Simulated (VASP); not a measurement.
# Ag (I4/mmm) in VASP: further runs

Runs on Ag. Level: PBEsol. Tasks: single point.

All numbers are computed with VASP 6.6.1; they aren't measurements. Logs are shortened: lines on timing, memory, paths and dates and some standing lists are left out, and cuts for length are marked.

**1. The cell of the first run**

It takes space group I4/mmm (No. 139, tetragonal). The conventional cell has a = 3.311 Å, b = 3.311 Å, c = 3.229 Å, α = 90.00°, β = 90.00°, γ = 90.00°. Ag (site symmetry 4/mmm) has 14 Ag at 2.84 to 3.31 Å within 3.7 Å.

**2. Single point, PBEsol (strain +0.000 along x and y, -0.025 along z)**

INCAR reads:

```
SYSTEM = Ag
  ALGO = Normal
  EDIFF = 1E-6
  ENCUT = 520
  GGA = PS
  ISIF = 2
  ISMEAR = 0
  LASPH = .TRUE.
  LCHARG = .FALSE.
  LREAL = .FALSE.
  LWAVE = .FALSE.
  NBANDS = 12
  NELM = 100
  PREC = Accurate
  SIGMA = 0.15
```

KPOINTS reads:

```
k-points
0
G
  20 20 20
  0 0 0
```

POSCAR reads:

```
Ag
1.0
   -1.6556540000      1.6556540000      1.6142626500
    1.6556540000     -1.6556540000      1.6142626500
    1.6556540000      1.6556540000     -1.6142626500
Ag
1
Direct
    0.0000000000      0.0000000000      0.0000000000
```

Potentials or basis: VASP PAW PBE potentials, release 64 (Ag).

Launch:

```
$ cat potpaw_PBE.64/Ag/POTCAR > POTCAR
$ mpirun -np 1 vasp_std > vasp.out
```

OUTCAR:

```text
SYSTEM = Ag
   EDIFF = 1E-6
   ENCUT = 520
   GGA = PS
   ISIF = 2
   ISMEAR = 0
   LASPH = .TRUE.
   LREAL = .FALSE.
   NELM = 100
   PREC = Accurate

 ion  position               nearest neighbor table
   1  0.000  0.000  0.000-

  LATTYP: Found a body centered tetragonal cell.
 ALAT       =     3.3113080000
 C/A-ratio  =     0.9750000000

  Lattice vectors:

 A1 = (  -1.6556540000,   1.6556540000,   1.6142626500)
 A2 = (   1.6556540000,  -1.6556540000,   1.6142626500)
 A3 = (   1.6556540000,   1.6556540000,  -1.6142626500)

Analysis of symmetry for initial positions (statically):
=====================================================================
 Subroutine PRICEL returns:
 Original cell was already a primitive cell.

 Routine SETGRP: Setting up the symmetry group for a
 body centered tetragonal supercell.

 Subroutine GETGRP returns: Found 16 space group operations
 (whereof 16 operations were pure point group operations)
 out of a pool of 16 trial point group operations.

The static configuration has the point symmetry D_4h.

Analysis of symmetry for dynamics (positions and initial velocities):
=====================================================================
 Subroutine PRICEL returns:
 Original cell was already a primitive cell.

 Routine SETGRP: Setting up the symmetry group for a
 body centered tetragonal supercell.

 Subroutine GETGRP returns: Found 16 space group operations
 (whereof 16 operations were pure point group operations)
 out of a pool of 16 trial point group operations.

The dynamic configuration has the point symmetry D_4h.

 Subroutine INISYM returns: Found 16 space group operations
 (whereof 16 operations are pure point group operations),
 and found     1 'primitive' translations

----------------------------------------------------------------------------------------

                                     Primitive cell

  volume of cell :      17.7000

  direct lattice vectors                    reciprocal lattice vectors
    -1.655654000  1.655654000  1.614262650     0.000000000  0.301995465  0.309738939
     1.655654000 -1.655654000  1.614262650     0.301995465  0.000000000  0.309738939
     1.655654000  1.655654000 -1.614262650     0.301995465  0.301995465  0.000000000

  length of vectors
     2.843980351  2.843980351  2.843980351     0.432596199  0.432596199  0.427086083

  position of ions in fractional coordinates (direct lattice)
     0.000000000  0.000000000  0.000000000

  ion indices of the primitive-cell ions
   primitive index   ion index
                 1           1

----------------------------------------------------------------------------------------

 KPOINTS: k-points

Automatic generation of k-mesh.
 Grid dimensions read from file:
 generate k-points for:   20   20   20

 Generating k-lattice:

  Cartesian coordinates                     Fractional coordinates (reciprocal lattice)
     0.000000000  0.015099773  0.015486947     0.050000000 -0.000000000  0.000000000
     0.015099773  0.000000000  0.015486947    -0.000000000  0.050000000  0.000000000
     0.015099773  0.015099773  0.000000000     0.000000000  0.000000000  0.050000000

  Length of vectors
     0.021629810  0.021629810  0.021354304

  Shift w.r.t. Gamma in fractional coordinates (k-lattice)
     0.000000000  0.000000000  0.000000000

 Subroutine IBZKPT returns following result:
 ===========================================

 Found    641 irreducible k-points:

 Following reciprocal coordinates:
            Coordinates               Weight
  0.000000  0.000000  0.000000      1.000000
  0.050000  0.000000 -0.000000      8.000000
  0.100000  0.000000 -0.000000      8.000000
  0.150000  0.000000 -0.000000      8.000000
  0.200000  0.000000 -0.000000      8.000000
  0.250000  0.000000  0.000000      8.000000
[... 16 lines left out ...]
 -0.400000  0.050000  0.000000     16.000000
 -0.350000  0.050000 -0.000000     16.000000
 [... further k-points ...]
   k-points           NKPTS =    641   k-points in BZ     NKDIM =    641   number of bands    NBANDS=     12
   number of dos      NEDOS =    301   number of ions     NIONS =      1
   total plane-waves  NPLWV =  13824
   dimension x,y,z NGX =    24 NGY =   24 NGZ =   24
   dimension x,y,z NGXF=    48 NGYF=   48 NGZF=   48
   ions per type =               1
   NGX,Y,Z   is equivalent  to a cutoff of  14.03, 14.03, 14.03 a.u.
   NGXF,Y,Z  is equivalent  to a cutoff of  28.06, 28.06, 28.06 a.u.
 SYSTEM =  Ag
   PREC   = accura    normal or accurate (medium, high low for compatibility)
   ISTART =      0    job   : 0-new  1-cont  2-samecut
   ICHARG =      2    charge: 1-file 2-atom 10-const
   ISPIN  =      1    spin polarized calculation?
   LNONCOLLINEAR =      F non collinear calculations
   LSORBIT =      F    spin-orbit coupling
   LASPH  =      T    aspherical Exc in radial PAW
   ENCUT  =  520.0 eV  38.22 Ry    6.18 a.u.   5.29  5.29  5.29*2*pi/ulx,y,z
   NELM   =    100;   NELMIN=  2; NELMDL= -5     # of ELM steps
   EDIFF  = 0.1E-05   stopping-criterion for ELM
   LREAL  =      F    real-space projection
   EDIFFG = 0.1E-04   stopping-criterion for IOM
   NSW    =      0    number of steps for IOM
   IBRION =     -1    ionic relax: 0-MD 1-quasi-New 2-CG
   NFREE  =      0    steps in history (QN), initial steepest desc. (CG)
   ISIF   =      2    stress and relaxation
   ISYM   =      2    0-nonsym 1-usesym 2-fastsym
   POTIM  = 0.5000    time-step for ionic-motion
   TEBEG  =    0.0;   TEEND  =   0.0 temperature during run
   PSTRESS=    0.0 pullay stress
   NELECT =      11.0000    total number of electrons
   NUPDOWN=      -1.0000    fix difference up-down
   EMIN   =  10.00;   EMAX   =-10.00  energy-range for DOS
   EFERMI =   0.00;   METHOD = LEGACY
   ISMEAR =     0;   SIGMA  =   0.15  broadening in eV -4-tet -1-fermi 0-gaus
   EFERMI_NEDOS =   21; number of points for ismear=-14 and -15
   IALGO  =     38    algorithm
   IMIX   =      4    mixing-type and parameters
     AMIX     =   0.40;   BMIX     =  1.00
     AMIX_MAG =   1.60;   BMIX_MAG =  1.00
  volume/ion in A,a.u.               =      17.70       119.45
  Fermi-wavevector in a.u.,A,eV,Ry     =   1.397059  2.640058 26.555478  1.951773
  Thomas-Fermi vector in A             =   2.520352
   LORBIT       =      0    0 simple, 1 ext, 2 COOP (PROOUT), +10 PAW based schemes
   GGA     = PS    functional components
   LHFCALC =     F    Hartree Fock is set to
   AEXX    =    0.0000 exact exchange contribution
   IVDW    =     0    specifies the selected vdW correction
   LEPSILON=     F    determine dielectric tensor
   LRPA    =     F    only Hartree local field effects (RPA)
 non-spin polarized calculation
 Gauss-broadening in eV      SIGMA  =   0.15
  energy-cutoff  :      520.00
  volume of cell :       17.70
 maximum number of plane-waves:       488
 NGX is ok and might be reduce to    24
   NGX = 11   NGY = 11   NGZ = 11

 number of electron      11.0000003 magnetization

 Free energy of the ion-electron system (eV)
  ---------------------------------------------------
  ext. energy  EPLUGINS =         0.00000000
  ---------------------------------------------------
  free energy    TOTEN  =        -3.25461203 eV

  energy without entropy =       -3.24965257  energy(sigma->0) =       -3.25213230

 E-fermi :   7.7244     XC(G=0): -12.1896

 val. band max:        7.7095540481   @ k =   0.3500   0.1000   0.0500
 cond. band min:       7.7380007490   @ k =   0.3000   0.1500   0.0500
 fundamental gap:      0.0284467009
 Fermi energy:         7.7243690517

 k-point     1 :       0.0000    0.0000    0.0000
  band No.  band energies     occupation
      1       0.1733      2.00000
      2       2.9038      2.00000
      3       3.0159      2.00000
      4       3.0159      2.00000
      5       4.1770      2.00000
      6       4.3057      2.00000
      7      25.3823      0.00000
      8      25.3823      0.00000
      9      25.8332      0.00000
     10      31.0551      0.00000
     11      31.0552      0.00000
     12      31.5372      0.00000

 k-point     2 :       0.0500    0.0000   -0.0000
  band No.  band energies     occupation
      1       0.2547      2.00000
      2       2.9089      2.00000
      3       3.0180      2.00000
      4       3.0361      2.00000
      5       4.1744      2.00000
      6       4.2894      2.00000
      7      25.2693      0.00000
      8      25.4338      0.00000
      9      25.7041      0.00000
     10      30.0133      0.00000
     11      30.4346      0.00000
     12      30.5193      0.00000

 k-point     3 :       0.1000    0.0000   -0.0000
  band No.  band energies     occupation
      1       0.4923      2.00000
      2       2.8723      2.00000
      3       3.0249      2.00000
      4       3.1484      2.00000
      5       4.1593      2.00000
      6       4.2577      2.00000
      7      24.6740      0.00000
      8      25.3809      0.00000
      9      25.5803      0.00000
     10      28.9787      0.00000
     11      29.3262      0.00000
     12      29.3558      0.00000
[... 286 lines left out ...]
 k-point    23 :      -0.4000    0.0500    0.0000
  band No.  band energies     occupation
      1       1.7182      2.00000
      2       2.3139      2.00000
      3       4.1577      2.00000
      4       4.2772      2.00000
      5       4.6550      2.00000
      6       5.8235      2.00000
      7      14.7980      0.00000
      8      21.1473      0.00000
      9      22.3106      0.00000
     10      27.0774      0.00000
     11      28.4655      0.00000
     12      32.4349      0.00000

 k-point    24 :      -0.3500    0.0500   -0.0000
  band No.  band energies     occupation
      1       1.7843      2.00000
      2       2.4052      2.00000
      3       4.0430      2.00000
      4       4.1445      2.00000
      5       4.3590      2.00000
      6       4.9415      2.00000
      7      16.6687      0.00000
      8      21.7032      0.00000
      9      23.1246      0.00000
     10      26.8982      0.00000
     11      28.4271      0.00000
     12      31.7080      0.00000

 [... further k-points ...]

------------------------ aborting loop because EDIFF is reached ----------------------------------------

  FORCE on cell =-STRESS in cart. coord.  units (eV):
  Direction    XX          YY          ZZ          XY          YZ          ZX
  --------------------------------------------------------------------------------------
  -------------------------------------------------------------------------------------
  Total       -0.5735182     -0.5735182     -0.6489573      0.0000000      0.0000000      0.0000000
  in kB      -51.9139932    -51.9139932    -58.7426205      0.0000000      0.0000000      0.0000000
  external PRESSURE =     -54.1902023 kB  Pullay stress =       0.0000000 kB

 VOLUME and BASIS-vectors are now :
 -----------------------------------------------------------------------------
  energy-cutoff  :      520.00
  volume of cell :       17.70
      direct lattice vectors                 reciprocal lattice vectors
    -1.655654000  1.655654000  1.614262650     0.000000000  0.301995465  0.309738939
     1.655654000 -1.655654000  1.614262650     0.301995465  0.000000000  0.309738939
     1.655654000  1.655654000 -1.614262650     0.301995465  0.301995465  0.000000000

 POSITION                                       TOTAL-FORCE (eV/Angst)
 -----------------------------------------------------------------------------------
      0.00000      0.00000      0.00000         0.000000     -0.000000      0.000000
 -----------------------------------------------------------------------------------
    total drift:                                0.000000      0.000000     -0.000000

  FREE ENERGIE OF THE ION-ELECTRON SYSTEM (eV)
  ---------------------------------------------------
  free  energy   TOTEN  =        -3.2546120294 eV

  energy  without entropy=       -3.2496525675  energy(sigma->0) =       -3.25213230
```

Wall time 32 s (1 thread of Intel Xeon 6975P-C (Granite Rapids), shared host); peak memory 0.24 GiB.

Results:

| Item | Value |
| --- | --- |
| Free energy | -3.2546 eV |
| Pressure | -5.4 GPa |

Caveat: the cell differs from its parent crystal (strain +0.000 along x and y, -0.025 along z); the PAW data sets were made with another functional, which shifts forces and pressure a little.

**3. Single point, PBEsol (strain -0.025 along x and y, +0.025 along z)**

INCAR reads:

```
ALGO     = Normal         # electronic algorithm
EDIFF    = 1E-6           # SCF threshold, eV
ENCUT    = 520            # plane-wave cutoff, eV
GGA      = PS             # functional
ISIF     = 2              # what is computed and relaxed
ISMEAR   = 0              # smearing method
LASPH    = True           # aspherical terms in the spheres
LCHARG   = False          # write CHGCAR
LREAL    = False          # projectors in reciprocal space
LWAVE    = False          # write WAVECAR
NBANDS   = 12             # bands
NELM     = 80             # most SCF steps
PREC     = Accurate       # precision mode
SIGMA    = 0.15           # smearing width, eV
```

KPOINTS reads:

```
k-points
0
Gamma
  20 20 20
```

POSCAR reads:

```
Ag
1.0
   -1.6142626500      1.6142626500      1.6970453500
    1.6142626500     -1.6142626500      1.6970453500
    1.6142626500      1.6142626500     -1.6970453500
Ag
1
Direct
    0.0000000000      0.0000000000      0.0000000000
```

Potentials or basis: VASP PAW PBE potentials, release 64 (Ag).

Launch:

```
$ cat potpaw_PBE.64/Ag/POTCAR > POTCAR
$ mpirun -np 1 vasp_std > vasp.out
```

It took 31 s on 1 thread of Intel Xeon 6975P-C (Granite Rapids), shared host; peak memory 0.25 GiB.

It converged, with:

```
Free energy : -3.2562 eV
Pressure    : -5.4 GPa
```

Stress tensor (GPa, compression positive):
```
-5.69  0.00  0.00
 0.00 -5.69  0.00
 0.00  0.00 -4.89
```

Levels at points of the mesh, in eV from the Fermi level:
| k point | band 2 | band 3 | band 4 | band 5 | band 6 | band 7 | band 8 | band 9 | band 10 | band 11 |
| --- | --- | --- | --- | --- | --- | --- | --- | --- | --- | --- |
| (0.00, 0.00, 0.00) | -4.82 | -4.82 | -4.61 | -3.62 | -3.39 | 17.28 | 18.06 | 18.06 | 22.68 | 23.80 |
| (0.50, 0.00, 0.00) | -5.41 | -3.69 | -3.36 | -2.56 | -0.14 | 3.77 | 13.44 | 14.49 | 19.82 | 21.08 |
| (0.50, 0.50, 0.00) | -5.66 | -3.39 | -3.30 | -2.51 | 0.15 | 4.25 | 12.65 | 13.38 | 18.99 | 19.88 |
| (0.50, 0.50, 0.50) | -6.11 | -2.82 | -2.75 | -2.75 | 5.81 | 7.22 | 7.22 | 11.71 | 13.32 | 13.66 |

Caveat: the cell differs from its parent crystal (strain -0.025 along x and y, +0.025 along z); the PAW data sets were made with another functional, which shifts forces and pressure a little.
